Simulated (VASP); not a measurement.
A run of VASP 6.6.1:

File INCAR:

```
  PREC = Accurate
  ENCUT = 520
  EDIFF = 1E-6
  ISMEAR = 0
  SIGMA = 0.1
  LREAL = F
  LASPH = T
  NELM = 150
  ALGO = Normal
  ISIF = 2
  LWAVE = F
  LCHARG = T
  ISPIN = 2
  MAGMOM = 0 0 0 1 1 1
  LORBIT = 11
  GGA = PE
  LELF = T
  LVHAR = T
  NBANDS = 27
```

The input KPOINTS:

```
Automatic mesh
0
Gamma
  6 6 4
```

Contents of POSCAR:

```
Be2SO3
1.0
    4.1347665500      0.0000000000      0.0000000000
   -2.0673832700      3.5808128700      0.0000000000
    0.0000000000      0.0000000000      4.3549025300
Be S O
2 1 3
Direct
    0.3333333300      0.6666666700      0.5000000000
    0.6666666700      0.3333333300      0.5000000000
    0.0000000000      0.0000000000      0.5000000000
    0.5000000000      0.0000000000      0.5000000000
    0.0000000000      0.5000000000      0.5000000000
    0.5000000000      0.5000000000      0.5000000000
```

Potentials or basis: VASP PAW PBE potentials, release 64 (Be, S, O).

Launch:

```bash
$ cat potpaw_PBE.64/Be/POTCAR potpaw_PBE.64/S/POTCAR potpaw_PBE.64/O/POTCAR > POTCAR
$ mpirun -np 1 vasp_std > vasp.out
```

Hardware: 1 thread of Intel(R) Xeon(R) 6975P-C (Granite Rapids) (shared host).

Q: How long does it take, and how much memory?

A: Wall time 26 s on 1 thread of Intel(R) Xeon(R) 6975P-C (Granite Rapids), with other jobs on the host, peak memory 0.23 GiB. Counts: scf iterations 16, k points 21.
